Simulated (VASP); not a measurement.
## MgS: single point with r2SCAN

The system is MgS.

```
Mg S
1.0
     3.58383    0.00000    0.00000
    -1.79191    3.10369    0.00000
     0.00000    0.00000    6.04347
Mg S
2 2
Direct
  0.00000 0.00000 0.00000
  0.00000 0.00000 0.50000
  0.33333 0.66667 0.25000
  0.66667 0.33333 0.75000
```

This cell differs from its parent crystal: strain -1.7%.

```json
{
 "Program": "VASP 6.6.1",
 "Task": "single point",
 "Functional": "r2SCAN",
 "Potentials or basis": "VASP PAW PBE potentials, release 64 (Mg, S)",
 "Cutoff": "520 eV",
 "k mesh": "12 × 12 × 4",
 "Occupations": "gaussian, width 0.01 eV",
 "Spin": "no spin polarisation",
 "Dipole correction": "no",
 "Further INCAR settings": "ALGO = Normal; EDIFF = 1e-07; NBANDS = 16"
}
```

| Property | Result |
| --- | --- |
| Pressure | 4.0 GPa |
| Band gap on the k mesh | 4.13 eV, indirect (least direct gap 4.86 eV) |

Stress tensor (GPa, compression positive):
```
3.94 0.00 0.00
0.00 3.94 0.00
0.00 0.00 4.13
```

Levels at points of the mesh, in eV from the valence-band top:
| k point | band 6 | band 7 | band 8 | band 9 | band 10 | band 11 |
| --- | --- | --- | --- | --- | --- | --- |
| (0.00, 0.00, 0.00) | -0.27 | 0.00 | 0.00 | 4.86 | 5.41 | 7.32 |
| (0.50, 0.00, 0.00) | -1.84 | -1.74 | -0.71 | 4.53 | 5.15 | 5.68 |
| (0.00, 0.00, 0.50) | -0.29 | -0.29 | -0.29 | 5.77 | 5.77 | 8.19 |
| (0.50, 0.00, 0.50) | -1.67 | -1.28 | -1.28 | 4.75 | 4.75 | 5.77 |

Run time: 3 min on 1 thread of AMD EPYC 9R45 96-Core Processor (Zen 5) (shared host), peak memory 0.2 GiB.

Caveat: the cell differs from its parent crystal (strain -1.7%); the PAW data sets were made with another functional, which shifts forces and pressure a little. A k mesh can miss the band edges.
